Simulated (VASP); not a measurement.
# Re (Pm-3m) in VASP: further runs, part 2 of 2

VASP 6.6.1. The steps go on from the part before.

### 3 Single point, PBE (volume scaled by 0.78)

File INCAR:

```
SYSTEM = Re
PREC     = Accurate       ! precision mode
ENCUT    = 520            ! plane-wave cutoff, eV
EDIFF    = 1E-6           ! SCF threshold, eV
ISMEAR   = -1             ! smearing method
SIGMA    = 0.08           ! smearing width, eV
LREAL    = .FALSE.        ! projectors in reciprocal space
LASPH    = .TRUE.         ! aspherical terms in the spheres
NELM     = 80             ! most SCF steps
ALGO     = Normal         ! electronic algorithm
ISIF     = 2              ! what is computed and relaxed
LWAVE    = .FALSE.        ! write WAVECAR
LCHARG   = .FALSE.        ! write CHGCAR
GGA      = PE             ! functional
NBANDS   = 10             ! bands
```

File KPOINTS:

```
regular mesh
0
G
  15 15 15
  0 0 0
```

File POSCAR:

```
Re
1.0
    2.3733072524      0.0000000000      0.0000000000
    0.0000000000      2.3733072524      0.0000000000
    0.0000000000      0.0000000000      2.3733072524
Re
1
Direct
    0.0000000000      0.0000000000      0.0000000000
```

Potentials or basis: VASP PAW PBE potentials, release 64 (Re).

On the command line:

```sh
> cat potpaw_PBE.64/Re/POTCAR > POTCAR
> mpirun -np 1 vasp_std > vasp.out
```

OUTCAR:

```text
SYSTEM = Re
   PREC = Accurate
   ENCUT = 520
   EDIFF = 1E-6
   ISMEAR = -1
   LREAL = .FALSE.
   LASPH = .TRUE.
   NELM = 80
   ISIF = 2
   GGA = PE

 ion  position               nearest neighbor table
   1  0.000  0.000  0.000-

  LATTYP: Found a simple cubic cell.
 ALAT       =     2.3733072524

  Lattice vectors:

 A1 = (   2.3733072524,   0.0000000000,   0.0000000000)
 A2 = (   0.0000000000,   2.3733072524,   0.0000000000)
 A3 = (   0.0000000000,   0.0000000000,   2.3733072524)

Analysis of symmetry for initial positions (statically):
=====================================================================
 Subroutine PRICEL returns:
 Original cell was already a primitive cell.

 Routine SETGRP: Setting up the symmetry group for a
 simple cubic supercell.

 Subroutine GETGRP returns: Found 48 space group operations
 (whereof 48 operations were pure point group operations)
 out of a pool of 48 trial point group operations.

The static configuration has the point symmetry O_h .

Analysis of symmetry for dynamics (positions and initial velocities):
=====================================================================
 Subroutine PRICEL returns:
 Original cell was already a primitive cell.

 Routine SETGRP: Setting up the symmetry group for a
 simple cubic supercell.

 Subroutine GETGRP returns: Found 48 space group operations
 (whereof 48 operations were pure point group operations)
 out of a pool of 48 trial point group operations.

The dynamic configuration has the point symmetry O_h .

 Subroutine INISYM returns: Found 48 space group operations
 (whereof 48 operations are pure point group operations),
 and found     1 'primitive' translations

----------------------------------------------------------------------------------------

                                     Primitive cell

  volume of cell :      13.3679

  direct lattice vectors                    reciprocal lattice vectors
     2.373307252  0.000000000  0.000000000     0.421352945  0.000000000  0.000000000
     0.000000000  2.373307252  0.000000000     0.000000000  0.421352945  0.000000000
     0.000000000  0.000000000  2.373307252     0.000000000  0.000000000  0.421352945

  length of vectors
     2.373307252  2.373307252  2.373307252     0.421352945  0.421352945  0.421352945

  position of ions in fractional coordinates (direct lattice)
     0.000000000  0.000000000  0.000000000

  ion indices of the primitive-cell ions
   primitive index   ion index
                 1           1

----------------------------------------------------------------------------------------

 KPOINTS: regular mesh

Automatic generation of k-mesh.
 Grid dimensions read from file:
 generate k-points for:   15   15   15

 Generating k-lattice:

  Cartesian coordinates                     Fractional coordinates (reciprocal lattice)
     0.028090196  0.000000000  0.000000000     0.066666667  0.000000000  0.000000000
     0.000000000  0.028090196  0.000000000     0.000000000  0.066666667  0.000000000
     0.000000000  0.000000000  0.028090196     0.000000000  0.000000000  0.066666667

  Length of vectors
     0.028090196  0.028090196  0.028090196

  Shift w.r.t. Gamma in fractional coordinates (k-lattice)
     0.000000000  0.000000000  0.000000000

 Subroutine IBZKPT returns following result:
 ===========================================

 Found    120 irreducible k-points:

 Following reciprocal coordinates:
            Coordinates               Weight
  0.000000  0.000000  0.000000      1.000000
  0.066667  0.000000  0.000000      6.000000
  0.133333  0.000000  0.000000      6.000000
  0.200000  0.000000  0.000000      6.000000
  0.266667  0.000000  0.000000      6.000000
  0.333333  0.000000  0.000000      6.000000
[... 16 lines left out ...]
  0.266667  0.200000  0.000000     24.000000
  0.333333  0.200000  0.000000     24.000000
 [... further k-points ...]
   k-points           NKPTS =    120   k-points in BZ     NKDIM =    120   number of bands    NBANDS=     10
   number of dos      NEDOS =    301   number of ions     NIONS =      1
   total plane-waves  NPLWV =   5832
   dimension x,y,z NGX =    18 NGY =   18 NGZ =   18
   dimension x,y,z NGXF=    36 NGYF=   36 NGZF=   36
   ions per type =               1
   NGX,Y,Z   is equivalent  to a cutoff of  12.61, 12.61, 12.61 a.u.
   NGXF,Y,Z  is equivalent  to a cutoff of  25.22, 25.22, 25.22 a.u.
 SYSTEM =  Re
   PREC   = accura    normal or accurate (medium, high low for compatibility)
   ISTART =      0    job   : 0-new  1-cont  2-samecut
   ICHARG =      2    charge: 1-file 2-atom 10-const
   ISPIN  =      1    spin polarized calculation?
   LNONCOLLINEAR =      F non collinear calculations
   LSORBIT =      F    spin-orbit coupling
   LASPH  =      T    aspherical Exc in radial PAW
   ENCUT  =  520.0 eV  38.22 Ry    6.18 a.u.   4.41  4.41  4.41*2*pi/ulx,y,z
   NELM   =     80;   NELMIN=  2; NELMDL= -5     # of ELM steps
   EDIFF  = 0.1E-05   stopping-criterion for ELM
   LREAL  =      F    real-space projection
   EDIFFG = 0.1E-04   stopping-criterion for IOM
   NSW    =      0    number of steps for IOM
   IBRION =     -1    ionic relax: 0-MD 1-quasi-New 2-CG
   NFREE  =      0    steps in history (QN), initial steepest desc. (CG)
   ISIF   =      2    stress and relaxation
   ISYM   =      2    0-nonsym 1-usesym 2-fastsym
   POTIM  = 0.5000    time-step for ionic-motion
   TEBEG  =    0.0;   TEEND  =   0.0 temperature during run
   PSTRESS=    0.0 pullay stress
   NELECT =       7.0000    total number of electrons
   NUPDOWN=      -1.0000    fix difference up-down
   EMIN   =  10.00;   EMAX   =-10.00  energy-range for DOS
   EFERMI =   0.00;   METHOD = LEGACY
   ISMEAR =    -1;   SIGMA  =   0.08  broadening in eV -4-tet -1-fermi 0-gaus
   EFERMI_NEDOS =   21; number of points for ismear=-14 and -15
   IALGO  =     38    algorithm
   IMIX   =      4    mixing-type and parameters
     AMIX     =   0.40;   BMIX     =  1.00
     AMIX_MAG =   1.60;   BMIX_MAG =  1.00
  volume/ion in A,a.u.               =      13.37        90.21
  Fermi-wavevector in a.u.,A,eV,Ry     =   1.319533  2.493556 23.690015  1.741167
  Thomas-Fermi vector in A             =   2.449424
   LORBIT       =      0    0 simple, 1 ext, 2 COOP (PROOUT), +10 PAW based schemes
   GGA     = PE    functional components
   LHFCALC =     F    Hartree Fock is set to
   AEXX    =    0.0000 exact exchange contribution
   IVDW    =     0    specifies the selected vdW correction
   LEPSILON=     F    determine dielectric tensor
   LRPA    =     F    only Hartree local field effects (RPA)
 non-spin polarized calculation
  energy-cutoff  :      520.00
  volume of cell :       13.37
 maximum number of plane-waves:       370
 NGX is ok and might be reduce to    18
   NGX =  9   NGY =  9   NGZ =  9

 number of electron       7.0000001 magnetization

 Free energy of the ion-electron system (eV)
  ---------------------------------------------------
  ext. energy  EPLUGINS =         0.00000000
  ---------------------------------------------------
  free energy    TOTEN  =       -10.05713909 eV

  energy without entropy =      -10.03959855  energy(sigma->0) =      -10.04836882

 E-fermi :   9.8614     XC(G=0): -14.0998

 val. band max:        9.8604896027   @ k =   0.3333   0.2667   0.0667
 cond. band min:       9.8753202169   @ k =   0.4667   0.2000   0.0000
 fundamental gap:      0.0148306142
 Fermi energy:         9.8614437082

 k-point     1 :       0.0000    0.0000    0.0000
  band No.  band energies     occupation
      1      -1.1311      2.00000
      2       2.4959      2.00000
      3       2.4959      2.00000
      4      14.8420      0.00000
      5      14.8420      0.00000
      6      14.8420      0.00000
      7      27.3897      0.00000
      8      27.3897      0.00000
      9      27.3897      0.00000
     10      34.6671      0.00000
[... 287 lines left out ...]
 k-point    24 :       0.3333    0.2000    0.0000
  band No.  band energies     occupation
      1       2.7955      2.00000
      2       4.6736      2.00000
      3       6.9168      2.00000
      4      10.6180      0.00016
      5      10.8238      0.00001
      6      13.1916      0.00000
      7      21.7595      0.00000
      8      27.2420      0.00000
      9      29.7738      0.00000
     10      36.5632      0.00000

 [... further k-points ...]

------------------------ aborting loop because EDIFF is reached ----------------------------------------

  FORCE on cell =-STRESS in cart. coord.  units (eV):
  Direction    XX          YY          ZZ          XY          YZ          ZX
  --------------------------------------------------------------------------------------
  -------------------------------------------------------------------------------------
  Total        9.0231995      9.0231995      9.0231995      0.0000000      0.0000000     -0.0000000
  in kB     1081.4569711   1081.4569711   1081.4569711      0.0000000      0.0000000     -0.0000000
  external PRESSURE =    1081.4569711 kB  Pullay stress =       0.0000000 kB

 VOLUME and BASIS-vectors are now :
 -----------------------------------------------------------------------------
  energy-cutoff  :      520.00
  volume of cell :       13.37
      direct lattice vectors                 reciprocal lattice vectors
     2.373307252  0.000000000  0.000000000     0.421352945  0.000000000  0.000000000
     0.000000000  2.373307252  0.000000000     0.000000000  0.421352945  0.000000000
     0.000000000  0.000000000  2.373307252     0.000000000  0.000000000  0.421352945

 POSITION                                       TOTAL-FORCE (eV/Angst)
 -----------------------------------------------------------------------------------
      0.00000      0.00000      0.00000         0.000000      0.000000      0.000000
 -----------------------------------------------------------------------------------
    total drift:                               -0.000000      0.000000      0.000000

  FREE ENERGIE OF THE ION-ELECTRON SYSTEM (eV)
  ---------------------------------------------------
  free  energy   TOTEN  =       -10.0571390879 eV

  energy  without entropy=      -10.0395985511  energy(sigma->0) =      -10.04836882
```

Wall time 25 s (1 thread of Intel Xeon 8259CL, shared host); peak memory 0.13 GiB.

Results:

| Quantity | Value |
| --- | --- |
| Free energy | -10.0571 eV |
| Pressure | 108.1 GPa |

Levels at points of the mesh, in eV from the Fermi level:
```csv
k point,band 1,band 2,band 3,band 4,band 5,band 6,band 7,band 8
"(0.00, 0.00, 0.00)",-10.99,-7.37,-7.37,4.98,4.98,4.98,17.53,17.53
```

Caveat: spin-orbit coupling is left out, which moves the levels of the heavy elements.

### 4 Single point, PBE (volume scaled by 0.88)

File INCAR:

```
  PREC = Accurate
  ENCUT = 520
  EDIFF = 1E-7
  ISMEAR = -1
  SIGMA = 0.08
  LREAL = F
  LASPH = T
  NELM = 80
  ALGO = Normal
  ISIF = 2
  LWAVE = F
  LCHARG = F
  GGA = PE
  NBANDS = 10
```

File KPOINTS:

```
regular mesh
0
Gamma
  15 15 15
```

File POSCAR:

```
Re
1.0
    2.4706808905      0.0000000000      0.0000000000
    0.0000000000      2.4706808905      0.0000000000
    0.0000000000      0.0000000000      2.4706808905
Re
1
Direct
    0.0000000000      0.0000000000      0.0000000000
```

On the command line:

```sh
> cat potpaw_PBE.64/Re/POTCAR > POTCAR
> mpirun -np 1 vasp_std > vasp.out
```

Wall time 25 s (1 thread of Intel Xeon 8259CL, shared host); peak memory 0.13 GiB.

The run converged. Its results:

```yaml
Free_energy: -10.8293 eV
Pressure: 42.2 GPa
```

Levels at points of the mesh, in eV from the Fermi level:
```
           k point  band 1  band 2  band 3  band 4  band 5  band 6  band 7  band 8
(0.00, 0.00, 0.00)  -10.16   -6.36   -6.36    4.15    4.15    4.15   16.35   16.35
```

Caveat: spin-orbit coupling is left out, which moves the levels of the heavy elements.
